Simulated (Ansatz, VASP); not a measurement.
## MnAs: VASP and Ansatz over several settings

```
As Mn
1.0
     3.71000    0.00000    0.00000
    -1.85500    3.21295    0.00000
     0.00000    0.00000    5.69100
As Mn
2 2
Direct
  0.66667 0.33333 0.75000
  0.33333 0.66667 0.25000
  0.00000 0.00000 0.50000
  0.00000 0.00000 0.00000
```

Single points on this cell with VASP 6.6.1 and Ansatz 0.2.0. Each row is one pair of runs. Alike in all rows: spin: collinear, typed start; k mesh: 8 × 8 × 5; VASP's potentials, cutoff: VASP PAW PBE potentials, release 64 (As, Mn_pv), 520 eV; Ansatz's potentials, cutoff: Ansatz PAW, 420 eV.

| level | smearing | gap on the k mesh at the Fermi level (eV), VASP | gap on the k mesh at the Fermi level (eV), Ansatz | pressure (GPa), VASP | pressure (GPa), Ansatz | net moment per atom (μB), VASP | net moment per atom (μB), Ansatz |
| --- | --- | --- | --- | --- | --- | --- | --- |
| PBE | gaussian, width 0.015 eV | none | none | -3.2 | -3.4 | 1.57 | 1.57 |
| PBE | gaussian, width 0.019 eV | none | none | -3.2 | -3.4 | 1.57 | 1.57 |
| PBE | gaussian, width 0.021 eV | none | none | -3.2 | -3.4 | 1.57 | 1.57 |
| PBE | gaussian, width 0.023 eV | none | ? | -3.2 | ? | 1.57 | ? |

Fill in what Ansatz gave in row 4.

gap on the k mesh at the Fermi level (eV): none; pressure (GPa): -3.4; net moment per atom (μB): 1.57.

VASP's potentials hold 36 valence electrons a cell and Ansatz's 60, so a difference there can come from the potentials and not from the codes.

A gap of «none» marks a metal or a gap that the smearing closes.
